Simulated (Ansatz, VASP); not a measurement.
## Cu: VASP beside Ansatz

INCAR

```
SYSTEM = Cu
PREC = Accurate ; ENCUT = 520
EDIFF = 1E-6 ; ISMEAR = 0
SIGMA = 0.15 ; LREAL = .False.
LASPH = .True. ; NELM = 80
ALGO = Fast ; ISIF = 2
LWAVE = .False. ; LCHARG = .True.
GGA = PE ; LELF = .True.
LVHAR = .True. ; NBANDS = 18
```

KPOINTS

```
Automatic mesh
0
Gamma
  24 24 12
  0 0 0
```

The input POSCAR:

```
Cu
1.0
    2.5974490865      0.0000000000      0.0000000000
   -1.2987245433      2.2494568940      0.0000000000
    0.0000000000      0.0000000000      4.2153852750
Cu
2
Direct
    0.3333333333      0.6666666667      0.2500000000
    0.6666666667      0.3333333333      0.7500000000
```

Input for Ansatz:

```yaml
crystal:
  lattice:
    - [2.5974490865, 0.0, 0.0]
    - [-1.2987245433, 2.249456894, 0.0]
    - [0.0, 0.0, 4.215385275]
  atoms:
    - { symbol: Cu, position: [0.3333333333, 0.6666666667, 0.25] }
    - { symbol: Cu, position: [0.6666666667, 0.3333333333, 0.75] }
basis:
  ecutwfc: 420
kpoints:
  mp_grid: { grid: [24, 24, 12] }
hamiltonian:
  xc: pbe
scf:
  occupations: { method: gaussian, width: 0.15 }
output:
  forces: true
  stress: true
  eigenvalues: true
```

Change from the starting cell: strain +0.025 along x and y, +0.025 along z, atoms carried along.

Alike in both runs: task single point; functional PBE; k mesh 24 × 24 × 12; occupations gaussian, width 0.15 eV; no spin polarisation.

|  | VASP | Ansatz |
| --- | --- | --- |
| version | VASP 6.6.1 | Ansatz 0.2.0 |
| potentials or method | VASP PAW PBE potentials, release 64 (Cu), cutoff 520 eV | scalar-relativistic, plane waves, PAW |
| valence electrons in the cell | 22 | 38 |

Ansatz gave:

* gap on the k mesh at the Fermi level (eV): none
* pressure (GPa): -3.7
* traceless stress, the component that is largest in VASP (GPa): 1.07

Which values does VASP return?

gap on the k mesh at the Fermi level (eV): none; pressure (GPa): -2.6; traceless stress, the component that is largest in VASP (GPa): 1.07.

A gap of «none» marks a metal or a gap that the smearing closes. The functional is the same, so the differences come from potentials, cutoffs and numerics. VASP's potentials hold 22 valence electrons a cell and Ansatz's 38, so a difference there can come from the potentials and not from the codes.
